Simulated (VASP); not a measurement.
A run of VASP 6.6.1:

File INCAR:

```
ALGO = Normal
EDIFF = 1E-6
EDIFFG = -0.005
ENCUT = 600
GGA = RE
IBRION = 2
ISIF = 3
ISMEAR = -1
IVDW = 13
LASPH = T
LCHARG = F
LREAL = F
LWAVE = F
NELM = 80
NSW = 80
PREC = Accurate
SIGMA = 0.05
```

KPOINTS

```
k-points
0
Gamma
  8 8 8
```

POSCAR

```
CuI
1.0
    0.0000000000      3.0315000000      3.0315000000
    3.0315000000      0.0000000000      3.0315000000
    3.0315000000      3.0315000000      0.0000000000
I Cu
1 1
Direct
    0.0000000000      0.0000000000      0.0000000000
    0.7500000000      0.7500000000      0.7500000000
```

Potentials or basis: VASP PAW PBE potentials, release 64 (I, Cu).

Launch:

```bash
$ cat potpaw_PBE.64/I/POTCAR potpaw_PBE.64/Cu/POTCAR > POTCAR
$ mpirun -np 1 vasp_std > vasp.out
```

Hardware: 1 thread of Intel(R) Xeon(R) Platinum 8259CL CPU @ 2.50GHz (Skylake/Cascade Lake), with other jobs on the host.

Question: Estimate the wall time of this run.

Answer: Run time: 100 s on 1 thread of Intel(R) Xeon(R) Platinum 8259CL CPU @ 2.50GHz (Skylake/Cascade Lake), with other jobs on the host, peak memory 0.22 GiB. Counts: scf iterations 33, k points 29, ion steps 3.
